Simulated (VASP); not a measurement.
Crystal: MoSe.

```xyz
2
Lattice="0.0000 2.8393 2.8393 2.8393 0.0000 2.8393 2.8393 2.8393 0.0000" Properties=species:S:1:pos:R:3 pbc="T T T"
Mo    0.0000    0.0000    0.0000
Se    1.4196    1.4196    1.4196
```

Base run:

```yaml
Program: VASP 6.6.1
Functional: PBE
Potentials_or_basis: VASP PAW PBE potentials, release 64 (Mo_sv, Se)
Cutoff: 520 eV
k_mesh: 12 × 12 × 12
Occupations: gaussian, width 0.1 eV
Spin: collinear spin
Starting_moments: "[2.18, 0.03] μB"
Fixed_moment: 3 μB
```

Its results: pressure 10.8 GPa; site moments Mo +2.48; Se +0.02 μB.

Question: After a change of settings the same cell gave: pressure 5.1 GPa; site moments Mo +1.92; Se -0.01 μB. Which change was it?
A. fixed moment from 3 μB to none; moments at the start from [2.18, 0.03] to [3.5, 0.0]
B. fixed moment from 3 μB to 1.88 μB; moments at the start from [2.18, 0.03] to [1.4, 0.0]
C. fixed moment from 3 μB to 2.25 μB; moments at the start from [2.18, 0.03] to [1.68, 0.0]

Answer: C.

Caveats: the cell stands under pressure; the total moment is fixed, so each spin has its own Fermi level.
